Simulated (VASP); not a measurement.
Set up this calculation in VASP 6.6.1, as the native input.

| Quantity | Value |
| --- | --- |
| Task | single point |
| Functional | LDA |
| Potentials or basis | VASP PAW LDA potentials, release 64 (Ba_sv, Cu, Ge_d) |
| Cutoff | 520 eV |
| k mesh | 8 × 8 × 6 |
| Occupations | fermi-dirac, width 0.1 eV |
| Spin | no spin polarisation |
| Dipole correction | no |
| Further INCAR settings | ALGO = Normal; EDIFF = 1e-07; NBANDS = 24 |

The structure of BaCuGe lies in POSCAR:

```
BaCuGe
1.0
    4.1915481463      0.0000000000      0.0000000000
   -2.0957740731      3.6299877502      0.0000000000
    0.0000000000      0.0000000000      4.9945358285
Ba Cu Ge
1 1 1
Direct
    0.0000000000      0.0000000000      0.0000000000
    0.3333333333      0.6666666667      0.5000000000
    0.6666666667      0.3333333333      0.5000000000
```

The input as run:

INCAR

```
PREC     = Accurate       # precision mode
ENCUT    = 520            # plane-wave cutoff, eV
EDIFF    = 1E-7           # SCF threshold, eV
ISMEAR   = -1             # smearing method
SIGMA    = 0.1            # smearing width, eV
LREAL    = False          # projectors in reciprocal space
LASPH    = True           # aspherical terms in the spheres
NELM     = 80             # most SCF steps
ALGO     = Normal         # electronic algorithm
ISIF     = 2              # what is computed and relaxed
LWAVE    = False          # write WAVECAR
LCHARG   = True           # write CHGCAR
GGA      = CA             # functional
LELF     = True           # ELF
LVHAR    = True         
NBANDS   = 24             # bands
```

KPOINTS

```
Automatic mesh
0
Gamma
  8 8 6
```

Potentials or basis: VASP PAW LDA potentials, release 64 (Ba_sv, Cu, Ge_d).

Run with:

```console
$ cat potpaw_LDA.64/Ba_sv/POTCAR potpaw_LDA.64/Cu/POTCAR potpaw_LDA.64/Ge_d/POTCAR > POTCAR
$ mpirun -np 1 vasp_std > vasp.out
```

Results of the run:

The pressure is -2.1 GPa and the band gap on the k mesh is zero (an odd number of electrons rules out a gap without spin polarisation).

Caveat: spin-orbit coupling is left out, which moves the levels of the heavy elements.

Wall time 87 s on 1 thread of Intel Xeon 8259CL (shared host), peak memory 0.23 GiB.
